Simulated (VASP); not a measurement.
Input of a VASP 6.6.1 run:

File INCAR:

```
SYSTEM = Pt
PREC     = Accurate       ! precision mode
ENCUT    = 500            ! plane-wave cutoff, eV
EDIFF    = 1E-6           ! SCF threshold, eV
ISMEAR   = 0              ! smearing method
SIGMA    = 0.15           ! smearing width, eV
LREAL    = .FALSE.        ! projectors in reciprocal space
LASPH    = .TRUE.         ! aspherical terms in the spheres
NELM     = 120            ! most SCF steps
ALGO     = Normal         ! electronic algorithm
ISIF     = 2              ! what is computed and relaxed
LWAVE    = .FALSE.        ! write WAVECAR
LCHARG   = .FALSE.        ! write CHGCAR
GGA      = PE             ! functional
NBANDS   = 17             ! bands
GGA_COMPAT= .FALSE.
```

The input KPOINTS:

```
regular mesh
0
G
  24 24 24
  0 0 0
```

POSCAR

```
Pt
1.0
    0.0000000000     -1.9850550544     -1.9850550544
   -1.9850550544      0.0000000000     -1.9850550544
    1.9850550544      1.9850550544     -3.9701101089
Pt
2
Direct
    0.5092547423      0.5092547423      0.5000000000
   -0.0092547423     -0.0092547423      0.0000000000
```

Potentials or basis: VASP PAW PBE potentials, release 64 (Pt).

Command:

```sh
$ cat potpaw_PBE.64/Pt/POTCAR > POTCAR
$ mpirun -np 1 vasp_std > vasp.out
```

(1) Estimate the pressure.

(2) Estimate the band gap on the k mesh.

(3) What does it give for the largest force?

Results:

(1) -0.2 GPa.

(2) zero (bands 10 and 11 overlap by 1.69 eV).

(3) 0.248 eV/Å.

Caveat: the cell differs from its parent crystal (atoms displaced along a vibrational mode); spin-orbit coupling is left out, which moves the levels of the heavy elements.
